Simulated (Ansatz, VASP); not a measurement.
## SiO2: VASP beside Ansatz

```xyz
6
Lattice="-2.3819 2.3819 3.7564 2.3819 -2.3819 3.7564 2.3819 2.3819 -3.7564" Properties=species:S:1:pos:R:3 pbc="T T T"
Si    0.0000    0.0000    0.0000
Si    0.0000    2.3819    1.8782
O     1.1910    2.9697    2.8173
O     0.5878    1.1910    0.9391
O    -1.1910    1.7942    2.8173
O    -0.5878    3.5729    0.9391
```

Change from the starting cell: volume scaled by 1.01.

Alike in both runs: task single point; functional PBEsol; k mesh 7 × 7 × 7; occupations fermi-dirac, width 0.03 eV; no spin polarisation.

|  | VASP | Ansatz |
| --- | --- | --- |
| version | VASP 6.6.1 | Ansatz 0.2.0 |
| potentials or method | VASP PAW PBE potentials, release 64 (Si, O), cutoff 520 eV | all-electron LAPW, scalar-relativistic |

```csv
,VASP,Ansatz,Ansatz less VASP
gap on the k mesh at the Fermi level (eV),5.91,5.92,+0.011
pressure (GPa),0.0,-0.7,-0.61
"traceless stress, the component that is largest in VASP (GPa)",-1.32,-1.40,-0.077
rms of the force components (eV/Å),0.048,0.065,+0.0172
```

VASP's potentials were made for PBE, not for PBEsol. Atom by atom the forces differ by 0.017 eV/Å (rms over components). Ansatz ran all-electron here, and VASP with PAW potentials.
